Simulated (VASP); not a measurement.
# N in VASP: a series of runs, part 2 of 2

VASP 6.6.1.

## Step 5: Single point, PBE

INCAR reads:

```
PREC = Accurate
ENCUT = 910
EDIFF = 1E-6
ISMEAR = -1
SIGMA = 0.02
LREAL = F
LASPH = T
NELM = 120
ALGO = Normal
ISIF = 2
LWAVE = F
LCHARG = F
GGA = PE
NBANDS = 42
GGA_COMPAT = F
```

KPOINTS reads:

```
regular mesh
0
Gamma
  1 1 1
```

POSCAR reads:

```
N
1.0
    6.7911070000      0.0000000000      0.0000000000
    0.0000000000      6.7911070000      0.0000000000
    0.0000000000      0.0000000000      6.7911070000
N
12
Direct
    0.5190611781      0.9632302951      0.6745733796
    0.6292346741      0.8910623850      0.5770782289
    0.2712223501      0.2296974558      0.3130564722
    0.1184490246      0.2814121468      0.3351736322
    0.6843803227      0.3532413788      0.9143575561
    0.6814647450      0.3685555242      0.7534706786
    0.4327865840      0.7865580678      0.1191558313
    0.4967673164      0.6799333305      0.2239252010
    0.0909571886      0.8311310660      0.5188992016
    0.0868635997      0.6867363450      0.5871649497
    0.9305993853      0.8860411123      1.0964780852
    0.9742888751      0.9550431174      0.9571193621
```

Potentials or basis: VASP PAW PBE potentials, release 64 (N_h).

Run with:

```console
cat potpaw_PBE.64/N_h/POTCAR > POTCAR
mpirun -np 1 vasp_gam > vasp.out
```

OUTCAR:

```text
PREC = Accurate
   ENCUT = 910
   EDIFF = 1E-6
   ISMEAR = -1
   LREAL = F
   LASPH = T
   NELM = 120
   ISIF = 2
   GGA = PE

 ion  position               nearest neighbor table
   1  0.519  0.963  0.675-   2 1.11
   2  0.629  0.891  0.577-   1 1.11
   3  0.271  0.230  0.313-   4 1.11
   4  0.118  0.281  0.335-   3 1.11
   5  0.684  0.353  0.914-   6 1.10
   6  0.681  0.369  0.753-   5 1.10
   7  0.433  0.787  0.119-   8 1.10
   8  0.497  0.680  0.224-   7 1.10
   9  0.091  0.831  0.519-  10 1.09
  10  0.087  0.687  0.587-   9 1.09
  11  0.931  0.886  0.096-  12 1.10
  12  0.974  0.955  0.957-  11 1.10

  LATTYP: Found a simple cubic cell.
 ALAT       =     6.7911070000

  Lattice vectors:

 A1 = (   6.7911070000,   0.0000000000,   0.0000000000)
 A2 = (   0.0000000000,   6.7911070000,   0.0000000000)
 A3 = (   0.0000000000,   0.0000000000,   6.7911070000)

Analysis of symmetry for initial positions (statically):
=====================================================================
 Subroutine PRICEL returns:
 Original cell was already a primitive cell.

 Routine SETGRP: Setting up the symmetry group for a
 simple cubic supercell.

 Subroutine GETGRP returns: Found  1 space group operations
 (whereof  1 operations were pure point group operations)
 out of a pool of 48 trial point group operations.

The static configuration has the point symmetry C_1 .

Analysis of symmetry for dynamics (positions and initial velocities):
=====================================================================
 Subroutine PRICEL returns:
 Original cell was already a primitive cell.

 Routine SETGRP: Setting up the symmetry group for a
 simple cubic supercell.

 Subroutine GETGRP returns: Found  1 space group operations
 (whereof  1 operations were pure point group operations)
 out of a pool of 48 trial point group operations.

The dynamic configuration has the point symmetry C_1 .

 Subroutine INISYM returns: Found  1 space group operations
 (whereof  1 operations are pure point group operations),
 and found     1 'primitive' translations

----------------------------------------------------------------------------------------

                                     Primitive cell

  volume of cell :     313.2000

  direct lattice vectors                    reciprocal lattice vectors
     6.791107000  0.000000000  0.000000000     0.147251398  0.000000000  0.000000000
     0.000000000  6.791107000  0.000000000     0.000000000  0.147251398  0.000000000
     0.000000000  0.000000000  6.791107000     0.000000000  0.000000000  0.147251398

  length of vectors
     6.791107000  6.791107000  6.791107000     0.147251398  0.147251398  0.147251398

  position of ions in fractional coordinates (direct lattice)
     0.519061178  0.963230295  0.674573380
     0.629234674  0.891062385  0.577078229
     0.271222350  0.229697456  0.313056472
     0.118449025  0.281412147  0.335173632
     0.684380323  0.353241379  0.914357556
     0.681464745  0.368555524  0.753470679
     0.432786584  0.786558068  0.119155831
     0.496767316  0.679933330  0.223925201
     0.090957189  0.831131066  0.518899202
     0.086863600  0.686736345  0.587164950
     0.930599385  0.886041112  0.096478085
     0.974288875  0.955043117  0.957119362

  ion indices of the primitive-cell ions
   primitive index   ion index
                 1           1
                 2           2
                 3           3
                 4           4
                 5           5
                 6           6
                 7           7
                 8           8
                 9           9
                10          10
                11          11
                12          12

----------------------------------------------------------------------------------------

 KPOINTS: regular mesh

Automatic generation of k-mesh.
 Grid dimensions read from file:
 generate k-points for:    1    1    1

 Generating k-lattice:

  Cartesian coordinates                     Fractional coordinates (reciprocal lattice)
     0.147251398  0.000000000  0.000000000     1.000000000  0.000000000  0.000000000
     0.000000000  0.147251398  0.000000000     0.000000000  1.000000000  0.000000000
     0.000000000  0.000000000  0.147251398     0.000000000  0.000000000  1.000000000

  Length of vectors
     0.147251398  0.147251398  0.147251398

  Shift w.r.t. Gamma in fractional coordinates (k-lattice)
     0.000000000  0.000000000  0.000000000

 Subroutine IBZKPT returns following result:
 ===========================================

 Found      1 irreducible k-points:

 Following reciprocal coordinates:
            Coordinates               Weight
  0.000000  0.000000  0.000000      1.000000
   k-points           NKPTS =      1   k-points in BZ     NKDIM =      1   number of bands    NBANDS=     42
   number of dos      NEDOS =    301   number of ions     NIONS =     12
   total plane-waves  NPLWV = 343000
   dimension x,y,z NGX =    70 NGY =   70 NGZ =   70
   dimension x,y,z NGXF=   140 NGYF=  140 NGZF=  140
   ions per type =              12
   NGX,Y,Z   is equivalent  to a cutoff of  17.14, 17.14, 17.14 a.u.
   NGXF,Y,Z  is equivalent  to a cutoff of  34.27, 34.27, 34.27 a.u.
 SYSTEM =  unknown system
   PREC   = accura    normal or accurate (medium, high low for compatibility)
   ISTART =      0    job   : 0-new  1-cont  2-samecut
   ICHARG =      2    charge: 1-file 2-atom 10-const
   ISPIN  =      1    spin polarized calculation?
   LNONCOLLINEAR =      F non collinear calculations
   LSORBIT =      F    spin-orbit coupling
   LASPH  =      T    aspherical Exc in radial PAW
   ENCUT  =  910.0 eV  66.88 Ry    8.18 a.u.  16.70 16.70 16.70*2*pi/ulx,y,z
   NELM   =    120;   NELMIN=  2; NELMDL= -5     # of ELM steps
   EDIFF  = 0.1E-05   stopping-criterion for ELM
   LREAL  =      F    real-space projection
   EDIFFG = 0.1E-04   stopping-criterion for IOM
   NSW    =      0    number of steps for IOM
   IBRION =     -1    ionic relax: 0-MD 1-quasi-New 2-CG
   NFREE  =      0    steps in history (QN), initial steepest desc. (CG)
   ISIF   =      2    stress and relaxation
   ISYM   =      2    0-nonsym 1-usesym 2-fastsym
   POTIM  = 0.5000    time-step for ionic-motion
   TEBEG  =    0.0;   TEEND  =   0.0 temperature during run
   PSTRESS=    0.0 pullay stress
   NELECT =      60.0000    total number of electrons
   NUPDOWN=      -1.0000    fix difference up-down
   EMIN   =  10.00;   EMAX   =-10.00  energy-range for DOS
   EFERMI =   0.00;   METHOD = LEGACY
   ISMEAR =    -1;   SIGMA  =   0.02  broadening in eV -4-tet -1-fermi 0-gaus
   EFERMI_NEDOS =   21; number of points for ismear=-14 and -15
   IALGO  =     38    algorithm
   IMIX   =      4    mixing-type and parameters
     AMIX     =   0.40;   BMIX     =  1.00
     AMIX_MAG =   1.60;   BMIX_MAG =  1.00
  volume/ion in A,a.u.               =      26.10       176.13
  Fermi-wavevector in a.u.,A,eV,Ry     =   0.943738  1.783406 12.117906  0.890641
  Thomas-Fermi vector in A             =   2.071474
   LORBIT       =      0    0 simple, 1 ext, 2 COOP (PROOUT), +10 PAW based schemes
   GGA     = PE    functional components
   LHFCALC =     F    Hartree Fock is set to
   AEXX    =    0.0000 exact exchange contribution
   IVDW    =     0    specifies the selected vdW correction
   LEPSILON=     F    determine dielectric tensor
   LRPA    =     F    only Hartree local field effects (RPA)
 non-spin polarized calculation
  energy-cutoff  :      910.00
  volume of cell :      313.20
 maximum number of plane-waves:      9775
 NGX is ok and might be reduce to    70
   NGX = 33   NGY = 33   NGZ = 33

 number of electron      60.0000000 magnetization

 Free energy of the ion-electron system (eV)
  ---------------------------------------------------
  ext. energy  EPLUGINS =         0.00000000
  ---------------------------------------------------
  free energy    TOTEN  =      -100.79047491 eV

  energy without entropy =     -100.79047491  energy(sigma->0) =     -100.79047491

 E-fermi :  -6.0348     XC(G=0):  -5.8635

 val. band max:       -6.6015829399   @ k =   0.0000   0.0000   0.0000
 cond. band min:       0.8010007502   @ k =   0.0000   0.0000   0.0000
 fundamental gap:      7.4025836901
 Fermi energy:        -6.0348431857

 k-point     1 :       0.0000    0.0000    0.0000
  band No.  band energies     occupation
      1     -25.1665      2.00000
      2     -25.0945      2.00000
      3     -25.0135      2.00000
      4     -24.9497      2.00000
      5     -24.8082      2.00000
      6     -24.8021      2.00000
[... 34 lines left out ...]
     41       1.7567      0.00000
     42       1.8153      0.00000

------------------------ aborting loop because EDIFF is reached ----------------------------------------

  FORCE on cell =-STRESS in cart. coord.  units (eV):
  Direction    XX          YY          ZZ          XY          YZ          ZX
  --------------------------------------------------------------------------------------
  -------------------------------------------------------------------------------------
  Total       -0.5234993      2.8274976      2.2101514      0.9940575     -1.4598129      0.5383144
  in kB       -2.6779656     14.4640897     11.3060497      5.0851101     -7.4676863      2.7537523
  external PRESSURE =       7.6973913 kB  Pullay stress =       0.0000000 kB

 VOLUME and BASIS-vectors are now :
 -----------------------------------------------------------------------------
  energy-cutoff  :      910.00
  volume of cell :      313.20
      direct lattice vectors                 reciprocal lattice vectors
     6.791107000  0.000000000  0.000000000     0.147251398  0.000000000  0.000000000
     0.000000000  6.791107000  0.000000000     0.000000000  0.147251398  0.000000000
     0.000000000  0.000000000  6.791107000     0.000000000  0.000000000  0.147251398

 POSITION                                       TOTAL-FORCE (eV/Angst)
 -----------------------------------------------------------------------------------
      3.52500      6.54140      4.58110         0.924556     -0.656053     -0.867845
      4.27320      6.05130      3.91900        -0.939358      0.658705      0.922817
      1.84190      1.55990      2.12600        -0.380650      0.171170      0.062619
      0.80440      1.91110      2.27620         0.405539     -0.095259     -0.080140
      4.64770      2.39890      6.20950         0.045828     -0.039384      0.707606
      4.62790      2.50290      5.11690        -0.005769      0.153679     -0.693606
      2.93910      5.34160      0.80920         0.089240     -0.170842      0.132092
      3.37360      4.61750      1.52070        -0.139765      0.100081     -0.206172
      0.61770      5.64430      3.52390         0.099558      2.269373     -1.103509
      0.58990      4.66370      3.98750        -0.062265     -2.396293      1.127403
      6.31980      6.01720      0.65519        -0.242759     -0.380146      0.629010
      6.61650      6.48580      6.49990         0.205846      0.384969     -0.630276
 -----------------------------------------------------------------------------------
    total drift:                               -0.000303      0.000140      0.000053

  FREE ENERGIE OF THE ION-ELECTRON SYSTEM (eV)
  ---------------------------------------------------
  free  energy   TOTEN  =      -100.7904749105 eV

  energy  without entropy=     -100.7904749105  energy(sigma->0) =     -100.79047491
```

Wall time 31 s (1 thread of AMD EPYC 9R45 (Zen 5), shared host); peak memory 0.57 GiB.

Results:

```
Free energy            : -100.7905 eV
Pressure               : 0.8 GPa
Largest force          : 2.649 eV/Å
Band gap on the k mesh : 7.40 eV
```

Forces on the atoms (eV/Å):
```
N    0.925 -0.656 -0.868
N   -0.939  0.659  0.923
N   -0.381  0.171  0.063
N    0.406 -0.095 -0.080
N    0.046 -0.039  0.708
N   -0.006  0.154 -0.694
N    0.089 -0.171  0.132
N   -0.140  0.100 -0.206
N    0.100  2.269 -1.104
N   -0.062 -2.396  1.127
N   -0.243 -0.380  0.629
N    0.206  0.385 -0.630
```

Stress tensor (GPa, compression positive):
```
-0.27  0.51  0.28
 0.51  1.45 -0.75
 0.28 -0.75  1.13
```

Caveat: the k points lie up to 0.93 Å⁻¹ apart; the cutoff is under 1.25 times the usual one of these potentials, so pressure, stress and relaxed cells hold a basis-set (Pulay) error.

## Step 6: Single point, PBE

INCAR reads:

```
ALGO = Normal
EDIFF = 1E-6
ENCUT = 910
GGA = PE
GGA_COMPAT = False
ISIF = 2
ISMEAR = -1
LASPH = True
LCHARG = True
LELF = True
LREAL = False
LVHAR = True
LWAVE = False
NBANDS = 42
NELM = 120
PREC = Accurate
SIGMA = 0.02
```

KPOINTS reads:

```
k-points
0
Gamma
  1 1 1
```

POSCAR reads:

```
N
1.0
    6.7911070000      0.0000000000      0.0000000000
    0.0000000000      6.7911070000      0.0000000000
    0.0000000000      0.0000000000      6.7911070000
N
12
Direct
    0.4736903012      0.9848108447      0.6613521535
    0.6086775645      0.9073384419      0.6149569285
    0.2878241655      0.2500190247      0.3011319713
    0.1389119178      0.3098670764      0.2770445172
    0.6132327759      0.4012294741      0.8737087307
    0.7544256969      0.3618799664      0.8038355708
    0.4493758482      0.8013687948      0.1077863061
    0.4760531042      0.6927256205      0.2253067383
    0.0903098758      0.7817343713      0.4794806772
    0.0397032934      0.6743350331      0.5902202840
    0.9065357219      0.9177455950      1.0733820038
    1.0044385347      0.9611226571      0.9512630185
```

Potentials or basis: VASP PAW PBE potentials, release 64 (N_h).

Run with:

```console
cat potpaw_PBE.64/N_h/POTCAR > POTCAR
mpirun -np 1 vasp_gam > vasp.out
```

Run time: 73 s. Hardware: 1 thread of AMD EPYC 7R43 (Zen 3), shared host; peak memory 0.58 GiB.

It converged, with:

| Item | Value |
| --- | --- |
| Free energy | -100.8743 eV |
| Pressure | 0.3 GPa |
| Largest force | 0.092 eV/Å |
| Band gap on the k mesh | 7.44 eV |

Forces on the atoms (eV/Å):
```
N    0.071 -0.029 -0.030
N   -0.075  0.033  0.040
N    0.050 -0.017  0.005
N   -0.047  0.015 -0.006
N    0.031  0.006 -0.039
N   -0.026  0.000  0.039
N   -0.015  0.019 -0.015
N    0.011 -0.016  0.017
N   -0.034 -0.043  0.035
N    0.034  0.036 -0.038
N    0.033  0.002 -0.056
N   -0.031 -0.006  0.049
```

Stress tensor (GPa, compression positive):
```
0.24 0.07 0.03
0.07 0.37 0.14
0.03 0.14 0.35
```

Levels at points of the mesh, in eV from the valence-band top:
| k point | band 26 | band 27 | band 28 | band 29 | band 30 | band 31 | band 32 | band 33 | band 34 | band 35 |
| --- | --- | --- | --- | --- | --- | --- | --- | --- | --- | --- |
| (0.00, 0.00, 0.00) | -0.26 | -0.23 | -0.20 | -0.15 | 0.00 | 7.44 | 7.60 | 7.64 | 7.76 | 7.87 |

Caveat: the k points lie up to 0.93 Å⁻¹ apart; the cutoff is under 1.25 times the usual one of these potentials, so pressure, stress and relaxed cells hold a basis-set (Pulay) error.
